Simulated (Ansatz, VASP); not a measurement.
# H in VASP and in Ansatz

Contents of INCAR:

```
SYSTEM = H
PREC     = Accurate       ! precision mode
ENCUT    = 520            ! plane-wave cutoff, eV
EDIFF    = 1E-7           ! SCF threshold, eV
ISMEAR   = 0              ! smearing method
SIGMA    = 0.05           ! smearing width, eV
LREAL    = .False.        ! projectors in reciprocal space
LASPH    = .True.         ! aspherical terms in the spheres
NELM     = 60             ! most SCF steps
ALGO     = Normal         ! electronic algorithm
ISIF     = 2              ! what is computed and relaxed
LWAVE    = .False.        ! write WAVECAR
LCHARG   = .False.        ! write CHGCAR
GGA      = PS             ! functional
NBANDS   = 10             ! bands
```

KPOINTS

```
Automatic mesh
0
Gamma
  6 6 6
  0 0 0
```

Contents of POSCAR:

```
H
1.0
    2.6628336006     -2.6054083891      0.0000000000
    2.6628336006      2.6054083891      0.0000000000
    0.0000000000      0.0000000000      4.2660725400
H
4
Direct
    0.9532956300      0.0467043700      0.0685088900
    0.4532956300      0.5467043700      0.4314911100
    0.5467043700      0.4532956300      0.5685088900
    0.0467043700      0.9532956300      0.9314911100
```

Input for Ansatz:

```yaml
crystal:
  lattice:
    - [2.6628336006, -2.6054083891, 0.0]
    - [2.6628336006, 2.6054083891, 0.0]
    - [0.0, 0.0, 4.26607254]
  atoms:
    - { symbol: H, position: [0.95329563, 0.04670437, 0.06850889] }
    - { symbol: H, position: [0.45329563, 0.54670437, 0.43149111] }
    - { symbol: H, position: [0.54670437, 0.45329563, 0.56850889] }
    - { symbol: H, position: [0.04670437, 0.95329563, 0.93149111] }
basis:
  ecutwfc: 420
kpoints:
  mp_grid: { grid: [6, 6, 6] }
hamiltonian:
  xc: pbesol
scf:
  occupations: { method: gaussian, width: 0.05 }
output:
  forces: true
  stress: true
  eigenvalues: true
```

Change from the starting cell: strain +0.015 along x and y, +0.030 along z, atoms carried along.

Alike in both runs: task single point; functional PBEsol; k mesh 6 × 6 × 6; occupations gaussian, width 0.05 eV; no spin polarisation.

```csv
,VASP,Ansatz
version,VASP 6.6.1,Ansatz 0.2.0
potentials or method,"VASP PAW PBE potentials, release 64 (H), cutoff 520 eV","scalar-relativistic, plane waves, PAW"
valence electrons in the cell,4,4
```

Ansatz gave:

- gap on the k mesh at the Fermi level (eV): 9.06
- least direct gap on the mesh (eV): 9.63
- pressure (GPa): -0.1
- traceless stress, the component that is largest in VASP (GPa): 0.08
- rms of the force components (eV/Å): 0.025

Problem. Which values does VASP return?

Solution. gap on the k mesh at the Fermi level (eV): 9.06; least direct gap on the mesh (eV): 9.63; pressure (GPa): -0.2; traceless stress, the component that is largest in VASP (GPa): 0.08; rms of the force components (eV/Å): 0.023.

VASP's potentials were made for PBE, not for PBEsol. Atom by atom the forces differ by 0.002 eV/Å (rms over components). With one functional, cell and mesh, what is left measures potentials, basis and numerics.
